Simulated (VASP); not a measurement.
TaH5, 6 atoms in the cell. It takes space group Immm (No. 71, orthorhombic). Conventional cell: a = 3.875 Å, b = 5.160 Å, c = 5.511 Å, α = 90.00°, β = 90.00°, γ = 90.00°. Within 2.0 Å of Ta (site symmetry mmm) lie 4 H at 1.45 to 1.94 Å. H (site symmetry mm2) has 1 Ta at 1.45 Å within 1.9 Å. H (site symmetry mmm) has 2 Ta at 1.94 Å and 6 H at 2.26 to 2.42 Å within 2.6 Å. H (site symmetry mm2) has 1 H at 0.99 Å within 1.3 Å. The cell was built from a structure type or drawn by symmetry, and may not be a known phase.

| Item | Value |
| --- | --- |
| Program | VASP 6.6.1 |
| Task | single point |
| Functional | PBE |
| Potentials or basis | VASP PAW PBE potentials, release 64 (Ta_pv, H) |
| Cutoff | 520 eV |
| k mesh | 6 × 6 × 6 |
| Occupations | gaussian, width 0.1 eV |
| Spin | no spin polarisation |
| Dipole correction | no |
| Further INCAR settings | ALGO = Normal; EDIFF = 1e-07; NBANDS = 17 |

Potentials or basis: VASP PAW PBE potentials, release 64 (Ta_pv, H).

Command:

```console
$ cat potpaw_PBE.64/Ta_pv/POTCAR potpaw_PBE.64/H/POTCAR > POTCAR
$ mpirun -np 1 vasp_std > vasp.out
```

Hardware: 1 thread of AMD EPYC 9R45 (Zen 5), on a shared host.

Task: Estimate the wall time of this run.

Result: Wall time 42 s on 1 thread of AMD EPYC 9R45 (Zen 5) (shared host), peak memory 0.16 GiB. Counts: scf iterations 15, k points 46.
